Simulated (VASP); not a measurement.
# Pd (Fm-3m) in VASP: a series of runs

The runs below take Pd through single point, relaxation of cell and atoms, with PBE.

Everything below comes from runs of VASP 6.6.1. Logs are shortened: lines on timing, memory, paths and dates and some standing lists are left out, and cuts for length are marked.

### 1 The cell of the first run

The structure is cubic, space group Fm-3m (No. 225). Conventional cell: a = 3.945 Å, b = 3.945 Å, c = 3.945 Å, α = 90.00°, β = 90.00°, γ = 90.00°. Pd (site symmetry m-3m) has 12 Pd at 2.79 Å within 3.7 Å.

### 2 Single point, PBE

Contents of INCAR:

```
SYSTEM = Pd
PREC = Accurate
ENCUT = 520
EDIFF = 1E-6
ISMEAR = -1
SIGMA = 0.08
LREAL = .FALSE.
LASPH = .TRUE.
NELM = 60
ALGO = Normal
ISIF = 2
LWAVE = .FALSE.
LCHARG = .FALSE.
GGA = PE
NBANDS = 11
```

Contents of KPOINTS:

```
regular mesh
0
G
  17 17 17
  0 0 0
```

Contents of POSCAR:

```
Pd
1.0
    0.0000000000      1.9723777266      1.9723777266
    1.9723777266      0.0000000000      1.9723777266
    1.9723777266      1.9723777266      0.0000000000
Pd
1
Direct
    0.0000000000      0.0000000000      0.0000000000
```

Potentials or basis: VASP PAW PBE potentials, release 64 (Pd).

The run is started by

```
$ cat potpaw_PBE.64/Pd/POTCAR > POTCAR
$ mpirun -np 1 vasp_std > vasp.out
```

OUTCAR:

```text
SYSTEM = Pd
   PREC = Accurate
   ENCUT = 520
   EDIFF = 1E-6
   ISMEAR = -1
   LREAL = .FALSE.
   LASPH = .TRUE.
   NELM = 60
   ISIF = 2
   GGA = PE

 ion  position               nearest neighbor table
   1  0.000  0.000  0.000-

  LATTYP: Found a face centered cubic cell.
 ALAT       =     3.9447554532

  Lattice vectors:

 A1 = (   0.0000000000,   1.9723777266,   1.9723777266)
 A2 = (   1.9723777266,   0.0000000000,   1.9723777266)
 A3 = (   1.9723777266,   1.9723777266,   0.0000000000)

Analysis of symmetry for initial positions (statically):
=====================================================================
 Subroutine PRICEL returns:
 Original cell was already a primitive cell.

 Routine SETGRP: Setting up the symmetry group for a
 face centered cubic supercell.

 Subroutine GETGRP returns: Found 48 space group operations
 (whereof 48 operations were pure point group operations)
 out of a pool of 48 trial point group operations.

The static configuration has the point symmetry O_h .

Analysis of symmetry for dynamics (positions and initial velocities):
=====================================================================
 Subroutine PRICEL returns:
 Original cell was already a primitive cell.

 Routine SETGRP: Setting up the symmetry group for a
 face centered cubic supercell.

 Subroutine GETGRP returns: Found 48 space group operations
 (whereof 48 operations were pure point group operations)
 out of a pool of 48 trial point group operations.

The dynamic configuration has the point symmetry O_h .

 Subroutine INISYM returns: Found 48 space group operations
 (whereof 48 operations are pure point group operations),
 and found     1 'primitive' translations

----------------------------------------------------------------------------------------

                                     Primitive cell

  volume of cell :      15.3462

  direct lattice vectors                    reciprocal lattice vectors
     0.000000000  1.972377727  1.972377727    -0.253501139  0.253501139  0.253501139
     1.972377727  0.000000000  1.972377727     0.253501139 -0.253501139  0.253501139
     1.972377727  1.972377727  0.000000000     0.253501139  0.253501139 -0.253501139

  length of vectors
     2.789363331  2.789363331  2.789363331     0.439076852  0.439076852  0.439076852

  position of ions in fractional coordinates (direct lattice)
[... 81 lines left out ...]
   IBRION =     -1    ionic relax: 0-MD 1-quasi-New 2-CG
   NFREE  =      0    steps in history (QN), initial steepest desc. (CG)
   ISIF   =      2    stress and relaxation
   ISYM   =      2    0-nonsym 1-usesym 2-fastsym
   POTIM  = 0.5000    time-step for ionic-motion
   TEBEG  =    0.0;   TEEND  =   0.0 temperature during run
   PSTRESS=    0.0 pullay stress
   NELECT =      10.0000    total number of electrons
   NUPDOWN=      -1.0000    fix difference up-down
   EMIN   =  10.00;   EMAX   =-10.00  energy-range for DOS
   EFERMI =   0.00;   METHOD = LEGACY
   ISMEAR =    -1;   SIGMA  =   0.08  broadening in eV -4-tet -1-fermi 0-gaus
   EFERMI_NEDOS =   21; number of points for ismear=-14 and -15
   IALGO  =     38    algorithm
   IMIX   =      4    mixing-type and parameters
     AMIX     =   0.40;   BMIX     =  1.00
     AMIX_MAG =   1.60;   BMIX_MAG =  1.00
  volume/ion in A,a.u.               =      15.35       103.56
  Fermi-wavevector in a.u.,A,eV,Ry     =   1.419302  2.682091 27.407814  2.014417
  Thomas-Fermi vector in A             =   2.540337
   LORBIT       =      0    0 simple, 1 ext, 2 COOP (PROOUT), +10 PAW based schemes
   GGA     = PE    functional components
   LHFCALC =     F    Hartree Fock is set to
   AEXX    =    0.0000 exact exchange contribution
   IVDW    =     0    specifies the selected vdW correction
   LEPSILON=     F    determine dielectric tensor
   LRPA    =     F    only Hartree local field effects (RPA)
 non-spin polarized calculation
  energy-cutoff  :      520.00
  volume of cell :       15.35
 maximum number of plane-waves:       428
 NGX is ok and might be reduce to    24
   NGX = 11   NGY = 11   NGZ = 11

 number of electron      10.0000000 magnetization

 Free energy of the ion-electron system (eV)
  ---------------------------------------------------
  ext. energy  EPLUGINS =         0.00000000
  ---------------------------------------------------
  free energy    TOTEN  =        -5.23917341 eV

  energy without entropy =       -5.19019651  energy(sigma->0) =       -5.21468496

 E-fermi :   9.1331     XC(G=0): -12.9397

 val. band max:        9.1319678171   @ k =  -0.1765   0.1765   0.0588
 cond. band min:       9.1437055272   @ k =  -0.4706   0.4706   0.0000
 fundamental gap:      0.0117377102
 Fermi energy:         9.1331268697

 k-point     1 :       0.0000    0.0000    0.0000
  band No.  band energies     occupation
      1       2.2914      2.00000
      2       6.4620      2.00000
      3       6.4620      2.00000
      4       6.4620      2.00000
      5       7.9691      2.00000
      6       7.9691      2.00000
      7      26.2954      0.00000
      8      30.8456      0.00000
      9      30.8456      0.00000
     10      30.8456      0.00000
     11      35.4411      0.00000
[... 309 lines left out ...]
 k-point    24 :      -0.1176    0.0588    0.0000
  band No.  band energies     occupation
      1       3.0245      2.00000
      2       6.2172      2.00000
      3       6.6831      2.00000
      4       6.7120      2.00000
      5       7.7598      2.00000
      6       8.0365      2.00000
      7      26.6816      0.00000
      8      27.7677      0.00000
      9      30.5903      0.00000
     10      32.1869      0.00000
     11      34.8418      0.00000

 [... further k-points ...]

------------------------ aborting loop because EDIFF is reached ----------------------------------------

  FORCE on cell =-STRESS in cart. coord.  units (eV):
  Direction    XX          YY          ZZ          XY          YZ          ZX
  --------------------------------------------------------------------------------------
  -------------------------------------------------------------------------------------
  Total       -0.0264640     -0.0264640     -0.0264640      0.0000000      0.0000000     -0.0000000
  in kB       -2.7629014     -2.7629014     -2.7629014      0.0000000      0.0000000     -0.0000000
  external PRESSURE =      -2.7629014 kB  Pullay stress =       0.0000000 kB

 VOLUME and BASIS-vectors are now :
 -----------------------------------------------------------------------------
  energy-cutoff  :      520.00
  volume of cell :       15.35
      direct lattice vectors                 reciprocal lattice vectors
     0.000000000  1.972377727  1.972377727    -0.253501139  0.253501139  0.253501139
     1.972377727  0.000000000  1.972377727     0.253501139 -0.253501139  0.253501139
     1.972377727  1.972377727  0.000000000     0.253501139  0.253501139 -0.253501139

 POSITION                                       TOTAL-FORCE (eV/Angst)
 -----------------------------------------------------------------------------------
      0.00000      0.00000      0.00000        -0.000000      0.000000      0.000000
 -----------------------------------------------------------------------------------
    total drift:                               -0.000000      0.000000      0.000000

  FREE ENERGIE OF THE ION-ELECTRON SYSTEM (eV)
  ---------------------------------------------------
  free  energy   TOTEN  =        -5.2391734129 eV

  energy  without entropy=       -5.1901965110  energy(sigma->0) =       -5.21468496
```

Run time: 20 s. Hardware: 1 thread of Intel Xeon 8259CL, shared host; peak memory 0.16 GiB.

Results:

| Quantity | Value |
| --- | --- |
| Free energy | -5.2392 eV |
| Pressure | -0.3 GPa |
| Band gap on the k mesh | zero (bands 5 and 6 overlap by 1.45 eV) |

Levels at points of the mesh, in eV from the Fermi level:
```csv
k point,band 2,band 3,band 4,band 5,band 6,band 7,band 8,band 9
"(0.00, 0.00, 0.00)",-2.67,-2.67,-2.67,-1.16,-1.16,17.16,21.71,21.71
```

### 3 Relaxation of cell and atoms, PBE, target pressure 0.67 GPa, at which the enthalpy is minimised

This run uses another cell than the first one, of 15.28 Å³/atom.

Contents of INCAR:

```
SYSTEM = Pd
ALGO     = Normal         ! electronic algorithm
EDIFF    = 1E-6           ! SCF threshold, eV
EDIFFG   = -0.005         ! ionic threshold
ENCUT    = 600            ! plane-wave cutoff, eV
GGA      = PE             ! functional
IBRION   = 2              ! ionic algorithm
ISIF     = 3              ! what is computed and relaxed
ISMEAR   = -1             ! smearing method
LASPH    = .TRUE.         ! aspherical terms in the spheres
LCHARG   = .FALSE.        ! write CHGCAR
LREAL    = .FALSE.        ! projectors in reciprocal space
LWAVE    = .FALSE.        ! write WAVECAR
NELM     = 60             ! most SCF steps
NSW      = 60             ! ionic steps
PREC     = Accurate       ! precision mode
PSTRESS  = 6.7          
SIGMA    = 0.08           ! smearing width, eV
```

Contents of KPOINTS:

```
k-points
0
G
  17 17 17
  0 0 0
```

Contents of POSCAR:

```
Pd
1.0
    0.0000000000      1.9697443754      1.9697443754
    1.9697443754      0.0000000000      1.9697443754
    1.9697443754      1.9697443754      0.0000000000
Pd
1
Direct
    0.0000000000      0.0000000000      0.0000000000
```

Potentials or basis: VASP PAW PBE potentials, release 64 (Pd).

The run is started by

```
$ cat potpaw_PBE.64/Pd/POTCAR > POTCAR
$ mpirun -np 1 vasp_std > vasp.out
```

Wall time 43 s (1 thread of Intel Xeon 8259CL, shared host); peak memory 0.17 GiB.

Results (log left out):

* Free energy: -5.2392 eV
* Relaxed volume: 15.26 Å³/atom
* Relaxed cell: a = 2.784 Å, b = 2.784 Å, c = 2.784 Å, α = 60.00°, β = 60.00°, γ = 60.00°
* Space group after relaxing (to 0.1 Å): Fm-3m (No. 225)
* Energy change on relaxing (the run minimises the enthalpy): +0.1 meV/atom
* Ionic steps: 3
* Pressure after relaxing: 0.7 GPa
* Band gap on the k mesh: zero (bands 5 and 6 overlap by 1.47 eV)

Final structure:
```cif
data_structure
_symmetry_space_group_name_H-M 'P 1'
_symmetry_Int_Tables_number 1
_cell_length_a 2.7838
_cell_length_b 2.7838
_cell_length_c 2.7838
_cell_angle_alpha 60.000
_cell_angle_beta 60.000
_cell_angle_gamma 60.000
_cell_volume 15.26
loop_
_atom_site_label
_atom_site_type_symbol
_atom_site_fract_x
_atom_site_fract_y
_atom_site_fract_z
_atom_site_occupancy
Pd1 Pd 0.00000 0.00000 0.00000 1
```

Levels at points of the mesh, in eV from the Fermi level:
```
           k point  band 2  band 3  band 4  band 5  band 6  band 7  band 8  band 9
(0.00, 0.00, 0.00)   -2.70   -2.70   -2.70   -1.17   -1.17   17.17   21.75   21.75
```

Caveat: the cell is relaxed towards a set pressure, so the run minimises the enthalpy, not the energy.
